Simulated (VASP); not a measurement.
MgO:

```
Mg O
1.0
    -0.03386    4.27164    4.24701
     4.23031   -0.00544    4.21859
     4.20213    4.21504    0.02274
Mg O
8 8
Direct
  0.01044 0.99680 0.01373
  0.98491 0.00008 0.50400
  0.99549 0.55110 0.97704
  0.00373 0.52879 0.47114
  0.48351 0.97577 0.01644
  0.48906 0.00775 0.50926
  0.48731 0.51046 0.01177
  0.50987 0.49003 0.49654
  0.27084 0.23079 0.24664
  0.27495 0.24050 0.73790
  0.25623 0.75432 0.20948
  0.25110 0.74350 0.74188
  0.76214 0.25649 0.25457
  0.75201 0.26990 0.72955
  0.75445 0.74161 0.24538
  0.74443 0.76499 0.76362
```

- Program: VASP 6.6.1
- Task: relaxation of cell and atoms
- Functional: PBEsol
- Potentials or basis: VASP PAW PBE potentials, release 64 (Mg, O)
- Cutoff: 600 eV
- k mesh: 4 × 4 × 4
- Occupations: fermi-dirac, width 0.05 eV
- Spin: no spin polarisation

At the start: pressure 2.6 GPa; volume 9.48 Å³/atom.

**Question.** Where does the relaxation end?

**Answer.** Over 14 steps the energy falls by 121.1 meV/atom and the volume is 9.31 Å³/atom (-1.8 %); space group P1 (No. 1, to 0.1 Å) before, Fm-3m (No. 225, to 0.1 Å).

The path:
```tsv
step	energy change (eV)	largest force (eV/Å)	pressure (GPa)	volume (Å³)
1	0.0000	3.3739	2.64	151.74
2	-1.4888	1.2030	-4.96	155.19
3	-1.5152	0.9566	-4.45	154.76
4	-1.8074	0.5445	0.08	149.36
5	-1.8326	0.5875	2.24	147.31
6	-1.9117	0.3875	0.43	148.70
7	-1.9155	0.4230	-0.03	149.08
8	-1.9346	0.0875	-0.33	149.33
9	-1.9348	0.1019	-0.36	149.36
10	-1.9375	0.0351	0.17	148.87
11	-1.9375	0.0328	0.20	148.83
12	-1.9378	0.0177	-0.07	149.06
13	-1.9378	0.0172	-0.03	149.04
14	-1.9379	0.0058	-0.01	149.02
```

Final structure:
```cif
data_structure
_symmetry_space_group_name_H-M 'P 1'
_symmetry_Int_Tables_number 1
_cell_length_a 5.9507
_cell_length_b 5.9508
_cell_length_c 5.9513
_cell_angle_alpha 59.998
_cell_angle_beta 59.998
_cell_angle_gamma 60.004
_cell_volume 149.02
loop_
_atom_site_label
_atom_site_type_symbol
_atom_site_fract_x
_atom_site_fract_y
_atom_site_fract_z
_atom_site_occupancy
Mg1 Mg 0.00191 0.00397 0.99555 1
Mg2 Mg 0.00192 0.00398 0.49560 1
Mg3 Mg 0.00183 0.50401 0.99554 1
Mg4 Mg 0.00198 0.50396 0.49551 1
Mg5 Mg 0.50183 0.00385 0.99563 1
Mg6 Mg 0.50196 0.00391 0.49553 1
Mg7 Mg 0.50193 0.50384 0.99551 1
Mg8 Mg 0.50196 0.50386 0.49561 1
O1 O 0.25187 0.25397 0.24560 1
O2 O 0.25189 0.25391 0.74561 1
O3 O 0.25186 0.75398 0.24558 1
O4 O 0.25194 0.75393 0.74555 1
O5 O 0.75185 0.25397 0.24555 1
O6 O 0.75189 0.25391 0.74555 1
O7 O 0.75191 0.75397 0.24550 1
O8 O 0.75196 0.75387 0.74553 1
```

Caveat: the PAW data sets were made with another functional, which shifts forces and pressure a little.
